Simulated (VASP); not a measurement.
Here is a VASP 6.6.1 calculation.

Contents of INCAR:

```
SYSTEM = GaN
ALGO = Normal
EDIFF = 1E-6
ENCUT = 520
GGA = PE
ISIF = 2
ISMEAR = 0
LASPH = .True.
LCHARG = .True.
LELF = .True.
LREAL = .False.
LVHAR = .True.
LWAVE = .False.
NBANDS = 26
NELM = 100
PREC = Accurate
SIGMA = 0.05
```

File KPOINTS:

```
k-points
0
Gamma
  12 12 6
  0 0 0
```

POSCAR

```
GaN
1.0
    3.1799996605      0.0000000000      0.0000000000
   -1.5899998303      2.7539604900      0.0000000000
    0.0000000000      0.0000000000      5.1660000000
Ga N
2 2
Direct
    0.3309642886      0.6666666667      0.0000000000
    0.6642976220      0.3333333333      0.5000000000
    0.3451257874      0.6666666667      0.3750000000
    0.6784591208      0.3333333333      0.8750000000
```

Potentials or basis: VASP PAW PBE potentials, release 64 (Ga_d, N).

Run with:

```sh
$ cat potpaw_PBE.64/Ga_d/POTCAR potpaw_PBE.64/N/POTCAR > POTCAR
$ mpirun -np 1 vasp_std > vasp.out
```

What does it give for the pressure?

7.6 GPa.

What does it give for the largest force?

0.583 eV/Å.

Stress tensor (GPa, compression positive):
```
7.08 0.00 1.85
0.00 6.80 0.00
1.85 0.00 8.84
```

Caveat: the cell differs from its parent crystal (atoms displaced along a vibrational mode); the cell stands under pressure.
